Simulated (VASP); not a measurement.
# Ge (P6/mmm) in VASP: a series of runs

Runs on Ge. Level: PBE. Tasks: single point.

All numbers are computed with VASP 6.6.1; they aren't measurements. Logs are shortened: lines on timing, memory, paths and dates and some standing lists are left out, and cuts for length are marked.

**1. The cell of the first run**

It takes space group P6/mmm (No. 191, hexagonal). The conventional cell has a = 4.590 Å, b = 4.590 Å, c = 5.362 Å, α = 90.00°, β = 90.00°, γ = 120.00°. Ge (site symmetry -6m2) has 9 Ge at 2.65 to 2.99 Å within 3.5 Å. Within 3.4 Å of Ge (site symmetry 6mm) lie 8 Ge at 2.60 to 2.99 Å.

The cell was built from a structure type or drawn by symmetry, and may not be a known phase.

**2. Single point, PBE**

The input, INCAR:

```
PREC = Accurate ; ENCUT = 520
EDIFF = 1E-6 ; ISMEAR = 0
SIGMA = 0.1 ; LREAL = F
LASPH = T ; NELM = 100
ALGO = Normal ; ISIF = 2
LWAVE = F ; LCHARG = F
GGA = PE ; NBANDS = 36
```

The input, KPOINTS:

```
Automatic mesh
0
Gamma
  6 6 4
```

The input, POSCAR:

```
Ge
1.0
    4.5904293809      0.0000000000      0.0000000000
   -2.2952146904      3.9754284581      0.0000000000
    0.0000000000      0.0000000000      5.3621098341
Ge
4
Direct
    0.3333333333      0.6666666667      0.3745911812
    0.6666666667      0.3333333333      0.3745911812
    0.0000000000      0.0000000000      0.6324016743
    0.0000000000      0.0000000000      0.1167693533
```

Potentials or basis: VASP PAW PBE potentials, release 64 (Ge_d).

Started as:

```sh
> cat potpaw_PBE.64/Ge_d/POTCAR > POTCAR
> mpirun -np 1 vasp_std > vasp.out
```

OUTCAR:

```text
PREC = Accurate
   ENCUT = 520
   EDIFF = 1E-6
   ISMEAR = 0
   LREAL = F
   LASPH = T
   NELM = 100
   ISIF = 2
   GGA = PE

 ion  position               nearest neighbor table
   1  0.333  0.667  0.375-   2 2.65   2 2.65   2 2.65
   2  0.667  0.333  0.375-   1 2.65   1 2.65   1 2.65
   3  0.000  0.000  0.632-   4 2.60   4 2.76
   4  0.000  0.000  0.117-   3 2.60   3 2.76

  LATTYP: Found a hexagonal cell.
 ALAT       =     4.5904293809
 C/A-ratio  =     1.1681063772

  Lattice vectors:

 A1 = (   4.5904293809,   0.0000000000,   0.0000000000)
 A2 = (  -2.2952146904,   3.9754284581,   0.0000000000)
 A3 = (   0.0000000000,   0.0000000000,   5.3621098341)

Analysis of symmetry for initial positions (statically):
=====================================================================
 Subroutine PRICEL returns:
 Original cell was already a primitive cell.

 Routine SETGRP: Setting up the symmetry group for a
 hexagonal supercell.

 Subroutine GETGRP returns: Found 12 space group operations
 (whereof 12 operations were pure point group operations)
 out of a pool of 24 trial point group operations.

The static configuration has the point symmetry C_6v.

Analysis of symmetry for dynamics (positions and initial velocities):
=====================================================================
 Subroutine PRICEL returns:
 Original cell was already a primitive cell.

 Routine SETGRP: Setting up the symmetry group for a
 hexagonal supercell.

 Subroutine GETGRP returns: Found 12 space group operations
 (whereof 12 operations were pure point group operations)
 out of a pool of 24 trial point group operations.

The dynamic configuration has the point symmetry C_6v.

 Subroutine INISYM returns: Found 12 space group operations
 (whereof 12 operations are pure point group operations),
 and found     1 'primitive' translations

----------------------------------------------------------------------------------------

                                     Primitive cell

  volume of cell :      97.8527

  direct lattice vectors                    reciprocal lattice vectors
     4.590429381  0.000000000  0.000000000     0.217844545  0.125772607  0.000000000
    -2.295214690  3.975428458  0.000000000     0.000000000  0.251545213  0.000000000
     0.000000000  0.000000000  5.362109834     0.000000000  0.000000000  0.186493755

  length of vectors
[... 81 lines left out ...]
   NELM   =    100;   NELMIN=  2; NELMDL= -5     # of ELM steps
   EDIFF  = 0.1E-05   stopping-criterion for ELM
   LREAL  =      F    real-space projection
   EDIFFG = 0.1E-04   stopping-criterion for IOM
   NSW    =      0    number of steps for IOM
   IBRION =     -1    ionic relax: 0-MD 1-quasi-New 2-CG
   NFREE  =      0    steps in history (QN), initial steepest desc. (CG)
   ISIF   =      2    stress and relaxation
   ISYM   =      2    0-nonsym 1-usesym 2-fastsym
   POTIM  = 0.5000    time-step for ionic-motion
   TEBEG  =    0.0;   TEEND  =   0.0 temperature during run
   PSTRESS=    0.0 pullay stress
   NELECT =      56.0000    total number of electrons
   NUPDOWN=      -1.0000    fix difference up-down
   EMIN   =  10.00;   EMAX   =-10.00  energy-range for DOS
   EFERMI =   0.00;   METHOD = LEGACY
   ISMEAR =     0;   SIGMA  =   0.10  broadening in eV -4-tet -1-fermi 0-gaus
   EFERMI_NEDOS =   21; number of points for ismear=-14 and -15
   IALGO  =     38    algorithm
   IMIX   =      4    mixing-type and parameters
     AMIX     =   0.40;   BMIX     =  1.00
     AMIX_MAG =   1.60;   BMIX_MAG =  1.00
  volume/ion in A,a.u.               =      24.46       165.09
  Fermi-wavevector in a.u.,A,eV,Ry     =   1.359189  2.568495 25.135332  1.847395
  Thomas-Fermi vector in A             =   2.485958
   LORBIT       =      0    0 simple, 1 ext, 2 COOP (PROOUT), +10 PAW based schemes
   GGA     = PE    functional components
   LHFCALC =     F    Hartree Fock is set to
   AEXX    =    0.0000 exact exchange contribution
   IVDW    =     0    specifies the selected vdW correction
   LEPSILON=     F    determine dielectric tensor
   LRPA    =     F    only Hartree local field effects (RPA)
 non-spin polarized calculation
 Gauss-broadening in eV      SIGMA  =   0.10
  energy-cutoff  :      520.00
  volume of cell :       97.85
 maximum number of plane-waves:      2660
 NGX is ok and might be reduce to    36
   NGX = 17   NGY = 17   NGZ = 19

 number of electron      55.9999986 magnetization

 Free energy of the ion-electron system (eV)
  ---------------------------------------------------
  ext. energy  EPLUGINS =         0.00000000
  ---------------------------------------------------
  free energy    TOTEN  =       -16.02201057 eV

  energy without entropy =      -16.01526041  energy(sigma->0) =      -16.01863549

 E-fermi :   4.3856     XC(G=0):  -9.6615

 val. band max:        4.3831194488   @ k =   0.5000  -0.0000   0.5000
 cond. band min:       4.4723411122   @ k =   0.3333  -0.0000   0.5000
 fundamental gap:      0.0892216634
 Fermi energy:         4.3855769048

 k-point     1 :       0.0000    0.0000    0.0000
  band No.  band energies     occupation
      1     -20.6124      2.00000
      2     -20.5832      2.00000
      3     -20.5832      2.00000
      4     -20.5748      2.00000
      5     -20.5748      2.00000
      6     -20.5721      2.00000
[... 808 lines left out ...]
     35       9.5361      0.00000
     36      12.0360      0.00000

------------------------ aborting loop because EDIFF is reached ----------------------------------------

  FORCE on cell =-STRESS in cart. coord.  units (eV):
  Direction    XX          YY          ZZ          XY          YZ          ZX
  --------------------------------------------------------------------------------------
  -------------------------------------------------------------------------------------
  Total        0.0151529      0.0151529      0.0708621      0.0000000     -0.0000000      0.0000000
  in kB        0.2481043      0.2481043      1.1602501      0.0000000     -0.0000000      0.0000000
  external PRESSURE =       0.5521529 kB  Pullay stress =       0.0000000 kB

 VOLUME and BASIS-vectors are now :
 -----------------------------------------------------------------------------
  energy-cutoff  :      520.00
  volume of cell :       97.85
      direct lattice vectors                 reciprocal lattice vectors
     4.590429381  0.000000000  0.000000000     0.217844545  0.125772607  0.000000000
    -2.295214690  3.975428458  0.000000000     0.000000000  0.251545213  0.000000000
     0.000000000  0.000000000  5.362109834     0.000000000  0.000000000  0.186493755

 POSITION                                       TOTAL-FORCE (eV/Angst)
 -----------------------------------------------------------------------------------
     -0.00000      2.65029      2.00860         0.000000      0.000000     -0.000217
      2.29521      1.32514      2.00860        -0.000000      0.000000     -0.000217
      0.00000      0.00000      3.39101         0.000000     -0.000000     -0.007929
      0.00000      0.00000      0.62613        -0.000000      0.000000      0.008364
 -----------------------------------------------------------------------------------
    total drift:                                0.000000      0.000000     -0.000267

  FREE ENERGIE OF THE ION-ELECTRON SYSTEM (eV)
  ---------------------------------------------------
  free  energy   TOTEN  =       -16.0220105712 eV

  energy  without entropy=      -16.0152604126  energy(sigma->0) =      -16.01863549
```

stdout:

```text
POSCAR found type information on POSCAR Ge
 POSCAR found :  1 types and       4 ions
 scaLAPACK will be used
 LDA part: xc-table for (Slater+PW92), standard interpolation
 POSCAR, INCAR and KPOINTS ok, starting setup
 FFT: planning ... GRIDC
 FFT: planning ... GRID_SOFT
 FFT: planning ... GRID
 WAVECAR not read
 entering main loop
```

Wall time 52 s (1 thread of Intel Xeon Platinum 8259CL at 2.50GHz (Skylake/Cascade Lake), shared host); peak memory 0.23 GiB.

Results:

```
Free energy            : -16.0220 eV
Pressure               : 0.1 GPa
Largest force          : 0.008 eV/Å
Band gap on the k mesh : zero (bands 28 and 29 overlap by 2.78 eV)
```

Forces on the atoms (eV/Å):
```
Ge   0.000  0.000  0.000
Ge   0.000  0.000  0.000
Ge   0.000  0.000 -0.008
Ge   0.000  0.000  0.008
```

Levels at points of the mesh, in eV from the Fermi level:
| k point | band 24 | band 25 | band 26 | band 27 | band 28 | band 29 | band 30 | band 31 | band 32 | band 33 |
| --- | --- | --- | --- | --- | --- | --- | --- | --- | --- | --- |
| (0.00, 0.00, 0.00) | -4.05 | -2.65 | -2.38 | -2.38 | -2.31 | -2.31 | 1.09 | 2.17 | 2.17 | 3.36 |
| (0.50, 0.00, 0.00) | -5.81 | -4.73 | -3.70 | -2.56 | 0.10 | 1.15 | 1.42 | 2.18 | 3.20 | 4.50 |
| (0.00, 0.00, 0.50) | -4.01 | -2.33 | -2.33 | -1.79 | -1.79 | -1.40 | 0.34 | 0.34 | 1.76 | 2.52 |
| (0.50, 0.00, 0.50) | -6.16 | -4.51 | -3.68 | -0.37 | 0.00 | 1.35 | 1.99 | 2.89 | 3.84 | 4.01 |

**3. Single point, PBE**

This run uses another cell than the first one, of 25.01 Å³/atom.

The input, INCAR:

```
SYSTEM = Ge
  ALGO = Normal
  EDIFF = 1E-6
  ENCUT = 520
  GGA = PE
  ISIF = 2
  ISMEAR = 0
  LASPH = .True.
  LCHARG = .True.
  LELF = .True.
  LREAL = .False.
  LVHAR = .True.
  LWAVE = .False.
  NBANDS = 36
  NELM = 100
  PREC = Accurate
  SIGMA = 0.1
```

The input, KPOINTS:

```
k-points
0
Gamma
  12 12 10
  0 0 0
```

The input, POSCAR:

```
Ge
1.0
    4.6380359381      0.0000000000      0.0000000000
   -2.3190179690      4.0166569461      0.0000000000
    0.0000000000      0.0000000000      5.3709160312
Ge
4
Direct
    0.3333333333      0.6666666667      0.0000000000
    0.6666666667      0.3333333333      0.0000000000
    0.0000000000      0.0000000000      0.2520096067
    0.0000000000      0.0000000000      0.7479903933
```

Potentials or basis: VASP PAW PBE potentials, release 64 (Ge_d).

Started as:

```sh
> cat potpaw_PBE.64/Ge_d/POTCAR > POTCAR
> mpirun -np 1 vasp_std > vasp.out
```

OUTCAR:

```text
SYSTEM = Ge
   EDIFF = 1E-6
   ENCUT = 520
   GGA = PE
   ISIF = 2
   ISMEAR = 0
   LASPH = .True.
   LREAL = .False.
   NELM = 100
   PREC = Accurate

 ion  position               nearest neighbor table
   1  0.333  0.667  0.000-   2 2.68   2 2.68   2 2.68
   2  0.667  0.333  0.000-   1 2.68   1 2.68   1 2.68
   3  0.000  0.000  0.252-   4 2.66   4 2.71
   4  0.000  0.000  0.748-   3 2.66   3 2.71

  LATTYP: Found a hexagonal cell.
 ALAT       =     4.6380359381
 C/A-ratio  =     1.1580151820

  Lattice vectors:

 A1 = (   4.6380359381,   0.0000000000,   0.0000000000)
 A2 = (  -2.3190179690,   4.0166569461,   0.0000000000)
 A3 = (   0.0000000000,   0.0000000000,   5.3709160312)

Analysis of symmetry for initial positions (statically):
=====================================================================
 Subroutine PRICEL returns:
 Original cell was already a primitive cell.

 Routine SETGRP: Setting up the symmetry group for a
 hexagonal supercell.

[... 167 lines left out ...]
  free energy    TOTEN  =       -16.01039688 eV

  energy without entropy =      -15.99815260  energy(sigma->0) =      -16.00427474

 E-fermi :   4.1168     XC(G=0):  -9.5364

 val. band max:        4.0991090517   @ k =   0.2500   0.0833   0.3000
 cond. band min:       4.1287391492   @ k =   0.1667   0.0833   0.4000
 fundamental gap:      0.0296300975
 Fermi energy:         4.1167663022

 k-point     1 :       0.0000    0.0000    0.0000
  band No.  band energies     occupation
      1     -20.7689      2.00000
      2     -20.7084      2.00000
      3     -20.7084      2.00000
      4     -20.6903      2.00000
      5     -20.6903      2.00000
      6     -20.6706      2.00000
[... 925 lines left out ...]
     35       9.6333      0.00000
     36      10.2473      0.00000

 [... further k-points ...]

------------------------ aborting loop because EDIFF is reached ----------------------------------------

  FORCE on cell =-STRESS in cart. coord.  units (eV):
  Direction    XX          YY          ZZ          XY          YZ          ZX
  --------------------------------------------------------------------------------------
  -------------------------------------------------------------------------------------
  Total       -0.0210200     -0.0210200     -0.0283690     -0.0000000     -0.0000000     -0.0000000
  in kB       -0.3365862     -0.3365862     -0.4542623     -0.0000000     -0.0000000     -0.0000000
  external PRESSURE =      -0.3758115 kB  Pullay stress =       0.0000000 kB

 VOLUME and BASIS-vectors are now :
 -----------------------------------------------------------------------------
  energy-cutoff  :      520.00
  volume of cell :      100.06
      direct lattice vectors                 reciprocal lattice vectors
     4.638035938  0.000000000  0.000000000     0.215608506  0.124481629  0.000000000
    -2.319017969  4.016656946  0.000000000     0.000000000  0.248963258  0.000000000
     0.000000000  0.000000000  5.370916031     0.000000000  0.000000000  0.186187979

 POSITION                                       TOTAL-FORCE (eV/Angst)
 -----------------------------------------------------------------------------------
     -0.00000      2.67777      0.00000         0.000000      0.000000      0.000000
      2.31902      1.33889      0.00000         0.000000      0.000000      0.000000
      0.00000      0.00000      1.35352        -0.000000     -0.000000      0.000928
      0.00000      0.00000      4.01739         0.000000     -0.000000     -0.000928
 -----------------------------------------------------------------------------------
    total drift:                                0.000000      0.000000      0.000000

  FREE ENERGIE OF THE ION-ELECTRON SYSTEM (eV)
  ---------------------------------------------------
  free  energy   TOTEN  =       -16.0103968800 eV

  energy  without entropy=      -15.9981526049  energy(sigma->0) =      -16.00427474
```

Wall time 4 min (1 thread of Intel Xeon Platinum 8259CL at 2.50GHz (Skylake/Cascade Lake), shared host); peak memory 0.41 GiB.

What came out:

* Free energy: -16.0104 eV
* Pressure: 0.0 GPa
* Band gap on the k mesh: zero (bands 28 and 29 overlap by 3.14 eV)
